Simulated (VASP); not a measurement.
# GaSi62 (a cell with a defect) in VASP: further runs

The runs below take GaSi62 (a cell with a defect) through single point, with PBE+D3(BJ).

Program: VASP 6.6.1. These are calculated values, not measurements. Logs are shortened: lines on timing, memory, paths and dates and some standing lists are left out, and cuts for length are marked.

## (1) The cell of the first run

The cell holds a defect, 63 atoms: a = 10.860 Å, b = 10.860 Å, c = 10.860 Å, α = 90.00°, β = 90.00°, γ = 90.00°.

## (2) Single point, PBE+D3(BJ), collinear spin, zero start

Input file INCAR:

```
SYSTEM = GaSi62
PREC = Accurate
ENCUT = 520
EDIFF = 1E-6
ISMEAR = 0
SIGMA = 0.02
LREAL = Auto
LASPH = .True.
NELM = 150
ALGO = Normal
ISIF = 2
LWAVE = .False.
LCHARG = .False.
ISPIN = 2
MAGMOM = 0 0 0 0 0 0 0 0 0 0 0 0 0 0 0 0 0 0 0 0 0 0 0 0 0 0 0 0 0 0 0 0 0 0 0 0 0 0 0 0 0 0 0 0 0 0 0 0 0 0 0 0 0 0 0 0 0 0 0 0 0 0 0
LORBIT = 11
GGA = PE
IVDW = 12
NBANDS = 172
NELECT = 259.0
```

Input file KPOINTS:

```
Automatic mesh
0
Gamma
  1 1 1
  0 0 0
```

Input file POSCAR:

```
GaSi62
1.0
   10.8600000000      0.0000000000      0.0000000000
    0.0000000000     10.8600000000      0.0000000000
    0.0000000000      0.0000000000     10.8600000000
Si Ga
62 1
Direct
    0.4988383057     -0.0008186924      0.0024242173
    0.6250228361      0.1250962247      0.1249988950
    0.7509476059      0.2512660221      0.0024631676
    0.8753364641      0.3761872007      0.1258910681
    0.7512214549     -0.0011015654      0.2502557090
    0.8734446593      0.1237821363      0.3769597606
   -0.0006486188      0.0005625230     -0.0008320442
    0.1262279926      0.1242566298      0.1259383057
    0.2515295580      0.2507693370     -0.0003813076
    0.3756502762      0.3744470534      0.1253928177
    0.4993690608      0.4985830571     -0.0003319521
    0.6258906077      0.6239475138      0.1259709945
    0.7495129834      0.7507894107     -0.0008827808
    0.8748779006      0.8752029466      0.1237884899
    0.2520658379     -0.0006598527      0.2517764273
    0.3786352670      0.1247476980      0.3784081031
    0.5010915285      0.2490025783      0.2509092081
    0.6253620626      0.3714929098      0.3783676796
    0.7507944751      0.4980848066      0.2518083794
    0.8753541436      0.6239836096      0.3737139963
    0.5053019337      0.0032057090      0.5051727440
    0.7470405157      0.2448948435      0.5050295580
    0.8734424494      0.3729345304      0.6261868324
    0.8765611418      0.1321937385      0.8762875691
    0.0002860958      0.5004124309      0.0000404236
    0.1251771639      0.6249418048      0.1248946593
    0.2497253223      0.7498245856      0.0000536832
    0.3739705341      0.8747744015      0.1258951197
   -0.0001010129      0.2507582873      0.2512507366
    0.1256062615      0.3744727440      0.3754182320
    0.2506311234      0.4995321363      0.2504000000
    0.3756818600      0.6245693370      0.3754440147
    0.4994057090      0.7502833333      0.2513232044
    0.6263760589      0.8767421731      0.3770517495
    0.0026988950     -0.0008291897      0.4986011050
    0.1253037753      0.1250825967      0.6247479742
    0.2511576427      0.2490554328      0.5008323204
    0.3786135359      0.3714823204      0.6251653775
    0.5010421731      0.4989148250      0.5008364641
    0.6250088398      0.6248017495      0.6247400552
    0.7509498158      0.7474059853      0.4986407919
    0.8765038674      0.8736333333      0.6177144567
    0.2504409761     -0.0011258748      0.7510490792
    0.3772061694      0.1237964088      0.8731732965
    0.5053906077      0.2447605893      0.7466622468
    0.6263716390      0.3729069061      0.8731993554
    0.7512246777      0.4996679558      0.7510336096
    0.8748895948      0.6261759669      0.8746681400
    0.0003213628      0.7497909761      0.2494591160
    0.1261305709      0.8748046041      0.3736723757
   -0.0001222836      0.4985872007      0.4991580110
    0.1262302947      0.6239446593      0.6256173112
    0.2515325967      0.7502972376      0.4991240331
    0.3771922652      0.8766984346      0.6261759669
    0.0027636280      0.2512416206      0.7506868324
    0.1261497238      0.3761976980      0.8750825967
    0.2520609576      0.4981045120      0.7505435543
    0.3739798343      0.6239930939      0.8751034991
    0.4988710866      0.7473803867      0.7506620626
    0.6179190608      0.8736317680      0.8762217311
   -0.0006327808      0.7507421731      0.7492806630
    0.1239509208      0.8752065378      0.8746824125
    0.7526955801     -0.0025164825      0.7524521179
```

Potentials or basis: VASP PAW PBE potentials, release 64 (Si, Ga_d).

Started as:

```bash
$ cat potpaw_PBE.64/Si/POTCAR potpaw_PBE.64/Ga_d/POTCAR > POTCAR
$ mpirun -np 1 vasp_gam > vasp.out
```

OUTCAR:

```text
SYSTEM = GaSi62
   PREC = Accurate
   ENCUT = 520
   EDIFF = 1E-6
   ISMEAR = 0
   LREAL = Auto
   LASPH = .True.
   NELM = 150
   ISIF = 2
   ISPIN = 2
   LORBIT = 11
   GGA = PE
   IVDW = 12
   NELECT = 259.0
 IVDW          = 12

 ion  position               nearest neighbor table
   1  0.499  0.999  0.002-  60 2.33  28 2.34   2 2.35  44 2.36
   2  0.625  0.125  0.125-  17 2.34   3 2.35   1 2.35   5 2.37
   3  0.751  0.251  0.002-  24 2.33   4 2.34   2 2.35  46 2.36
   4  0.875  0.376  0.126-  19 2.33   3 2.34  25 2.35  29 2.35
   5  0.751  0.999  0.250-  14 2.34  34 2.34   6 2.34   2 2.37
   6  0.873  0.124  0.377-   5 2.34  35 2.36  22 2.36  29 2.38
[... 43 lines left out ...]
  50  0.126  0.875  0.374-  15 2.33  35 2.34  49 2.35  53 2.35
  51  1.000  0.499  0.499-  30 2.34  20 2.35  52 2.37  23 2.38
[... 9 lines left out ...]
  61  0.999  0.751  0.749-  48 2.35  62 2.35  52 2.37  42 2.37
  62  0.124  0.875  0.875-  43 2.34   7 2.35  61 2.35  27 2.36
  63  0.753  0.997  0.752-  42 2.40  60 2.40  24 2.40

  LATTYP: Found a simple cubic cell.
 ALAT       =    10.8600000000

  Lattice vectors:

 A1 = (  10.8600000000,   0.0000000000,   0.0000000000)
 A2 = (   0.0000000000,  10.8600000000,   0.0000000000)
 A3 = (   0.0000000000,   0.0000000000,  10.8600000000)

Analysis of symmetry for initial positions (statically):
=====================================================================
 Subroutine PRICEL returns:
 Original cell was already a primitive cell.

 Routine SETGRP: Setting up the symmetry group for a
 simple cubic supercell.

 Subroutine GETGRP returns: Found  1 space group operations
 (whereof  1 operations were pure point group operations)
 out of a pool of 48 trial point group operations.

The static configuration has the point symmetry C_1 .

Analysis of symmetry for dynamics (positions and initial velocities):
=====================================================================
 Subroutine PRICEL returns:
 Original cell was already a primitive cell.

 Routine SETGRP: Setting up the symmetry group for a
 simple cubic supercell.

 Subroutine GETGRP returns: Found  1 space group operations
 (whereof  1 operations were pure point group operations)
 out of a pool of 48 trial point group operations.

The dynamic configuration has the point symmetry C_1 .

Analysis of structural, dynamic, and magnetic symmetry:
=====================================================================
 Subroutine PRICEL returns:
 Original cell was already a primitive cell.

 Routine SETGRP: Setting up the symmetry group for a
 simple cubic supercell.

[... 249 lines left out ...]
  free energy    TOTEN  =      -341.95719019 eV

  energy without entropy =     -341.95674915  energy(sigma->0) =     -341.95696967

 E-fermi :   5.5274     XC(G=0):  -9.3179

 val. band max:        5.4913760635   @ k =   0.0000   0.0000   0.0000
 cond. band min:       5.5633983397   @ k =   0.0000   0.0000   0.0000
 fundamental gap:      0.0720222762
 Fermi energy:         5.5273872016

 spin component 1

 k-point     1 :       0.0000    0.0000    0.0000
  band No.  band energies     occupation
      1      -8.9780      1.00000
      2      -8.9484      1.00000
      3      -8.9483      1.00000
      4      -8.8456      1.00000
      5      -8.8456      1.00000
      6      -6.2096      1.00000
[... 133 lines left out ...]
    140       6.8981      0.00000
    141       6.8990      0.00000
 Fermi energy:         5.5273872016

 spin component 2

 k-point     1 :       0.0000    0.0000    0.0000
  band No.  band energies     occupation
      1      -8.9846      1.00000
      2      -8.9536      1.00000
      3      -8.9536      1.00000
      4      -8.8475      1.00000
      5      -8.8475      1.00000
      6      -6.2261      1.00000
[... 133 lines left out ...]
    140       6.8891      0.00000
    141       6.8892      0.00000
 [bands above 141 left out]

------------------------ aborting loop because EDIFF is reached ----------------------------------------

 Edisp (eV)  -19.82508

 E6    (eV) :   -11.5876

 E8    (eV) :    -8.2375

  FORCE on cell =-STRESS in cart. coord.  units (eV):
  Direction    XX          YY          ZZ          XY          YZ          ZX
  --------------------------------------------------------------------------------------
  -------------------------------------------------------------------------------------
  Total     -21.07165   -21.06621   -21.07557     2.80940     2.78706    -2.82298
  in kB     -26.35844   -26.35163   -26.36334     3.51427     3.48632    -3.53125
  external pressure =      -26.36 kB  Pullay stress =        0.00 kB

 VOLUME and BASIS-vectors are now :
 -----------------------------------------------------------------------------
  energy-cutoff  :      520.00
  volume of cell :     1280.82
      direct lattice vectors                 reciprocal lattice vectors
    10.860000000  0.000000000  0.000000000     0.092081031  0.000000000  0.000000000
     0.000000000 10.860000000  0.000000000     0.000000000  0.092081031  0.000000000
     0.000000000  0.000000000 10.860000000     0.000000000  0.000000000  0.092081031

 POSITION                                       TOTAL-FORCE (eV/Angst)
 -----------------------------------------------------------------------------------
      5.41738     10.85111      0.02633         0.000025      0.002046      0.003657
      6.78775      1.35855      1.35749         0.000107     -0.003243      0.001615
      8.15529      2.72875      0.02675         0.000576      0.000581      0.001815
      9.50615      4.08539      1.36718         0.002331      0.002384      0.000100
      8.15827     10.84804      2.71778         0.002026     -0.001601      0.000905
      9.48561      1.34427      4.09378         0.002263     -0.002795     -0.001968
[... 55 lines left out ...]
      1.34611      9.50474      9.49905        -0.002938     -0.000218      0.000854
      8.17427     10.83267      8.17163         0.008440     -0.008847      0.009268
 -----------------------------------------------------------------------------------
    total drift:                               -0.014309      0.001102      0.006150

  FREE ENERGIE OF THE ION-ELECTRON SYSTEM (eV)
  ---------------------------------------------------
  free  energy   TOTEN  =      -361.7822660498 eV

  energy  without entropy=     -361.7818250178  energy(sigma->0) =     -361.78204553

 total charge

# of ion       s       p       d       tot
------------------------------------------
    1        0.740   0.957   0.000   1.697
    2        0.739   0.951   0.000   1.690
    3        0.740   0.957   0.000   1.697
    4        0.740   0.955   0.000   1.695
    5        0.740   0.951   0.000   1.691
    6        0.743   0.935   0.000   1.678
[... 55 lines left out ...]
   62        0.738   0.951   0.000   1.689
   63        0.938   0.759   9.952  11.649
--------------------------------------------------
tot         47.042  59.058   9.952 116.053

 magnetization (x)

# of ion       s       p       d       tot
------------------------------------------
    1       -0.000  -0.009   0.000  -0.009
    2       -0.000  -0.013   0.000  -0.013
    3       -0.000  -0.009   0.000  -0.009
    4       -0.000  -0.007   0.000  -0.007
    5       -0.000  -0.012   0.000  -0.012
    6       -0.000  -0.009   0.000  -0.010
[... 55 lines left out ...]
   62       -0.000  -0.008   0.000  -0.008
   63       -0.004  -0.013   0.000  -0.017
--------------------------------------------------
tot         -0.012  -0.438   0.000  -0.450
```

Run time: 14 min. Hardware: 1 thread of Intel Xeon Platinum 8259CL at 2.50GHz (Skylake/Cascade Lake), shared host; peak memory 1.4 GiB.

Results:

```
Free energy                                           : -361.7823 eV
Largest force                                         : 0.015 eV/Å
Net moment                                            : -0.99 μB per cell
Valence electrons inside the program's atomic spheres : Si 1.70, 1.69, 1.68, 1.62 (each value once); Ga 11.65
Dispersion energy per atom                            : -0.315 eV
```

Forces in eV/Å, atoms in the order of the input:
```
Si   0.000  0.002  0.004
Si   0.000 -0.003  0.002
Si   0.001  0.001  0.002
Si   0.002  0.002  0.000
Si   0.002 -0.002  0.001
Si   0.002 -0.003 -0.002
Si   0.002  0.001  0.001
Si   0.001 -0.003  0.001
Si  -0.002  0.003  0.002
Si   0.002  0.000  0.000
Si  -0.002  0.003  0.000
Si   0.002 -0.002  0.001
Si   0.000 -0.002  0.002
Si   0.001  0.001 -0.005
Si   0.002 -0.002  0.004
Si  -0.005  0.002 -0.006
Si  -0.003  0.004 -0.001
Si  -0.004  0.006 -0.005
Si   0.003 -0.001  0.002
Si   0.001  0.000 -0.002
Si  -0.001  0.002 -0.003
Si  -0.004  0.001  0.000
Si   0.003  0.001  0.002
Si  -0.002  0.002 -0.001
Si   0.004  0.005  0.002
Si   0.000 -0.001  0.003
Si  -0.005 -0.005  0.003
Si  -0.003 -0.001  0.000
Si   0.001  0.002  0.000
Si  -0.001  0.000  0.001
Si   0.004 -0.002  0.002
Si   0.000 -0.003  0.000
Si  -0.002 -0.001 -0.002
Si   0.000 -0.002 -0.003
Si   0.003  0.002 -0.001
Si  -0.002 -0.002  0.003
Si  -0.001  0.002 -0.003
Si  -0.003  0.003 -0.004
Si  -0.001  0.004 -0.004
Si   0.002  0.001  0.004
Si  -0.001 -0.002 -0.002
Si  -0.001  0.000 -0.003
Si   0.003  0.000  0.001
Si  -0.001 -0.003  0.000
Si  -0.004  0.001 -0.001
Si   0.000  0.001  0.001
Si   0.002 -0.001  0.000
Si   0.001  0.002  0.001
Si   0.002 -0.002 -0.003
Si   0.001 -0.002 -0.003
Si   0.001  0.003 -0.003
Si   0.001 -0.003  0.001
Si  -0.003 -0.001 -0.002
Si  -0.002 -0.001  0.000
Si   0.001  0.002  0.000
Si   0.000  0.003  0.000
Si   0.002 -0.002  0.004
Si  -0.004 -0.002  0.002
Si   0.000  0.000  0.000
Si  -0.001  0.000 -0.001
Si   0.003  0.000  0.000
Si  -0.003  0.000  0.001
Ga   0.008 -0.009  0.009
```

Levels at points of the mesh, in eV from the Fermi level:
Spin up:
| k point | band 125 | band 126 | band 127 | band 128 | band 129 | band 130 | band 131 | band 132 | band 133 | band 134 |
| --- | --- | --- | --- | --- | --- | --- | --- | --- | --- | --- |
| (0.00, 0.00, 0.00) | -1.00 | -0.70 | -0.70 | -0.13 | -0.13 | 0.04 | 0.77 | 0.77 | 0.93 | 0.96 |
Spin down:
```tsv
k point	band 127	band 128	band 129	band 130	band 131	band 132	band 133	band 134
(0.00, 0.00, 0.00)	-0.71	-0.14	-0.14	-0.04	0.77	0.77	0.92	0.95
```

Caveat: the k points lie up to 0.58 Å⁻¹ apart; the cell carries a net charge on a neutralising background, which shifts energy and pressure; the cell is charged against a uniform background, so pressure and absolute levels hang on convention.

(Continued in part 2 of 2.)
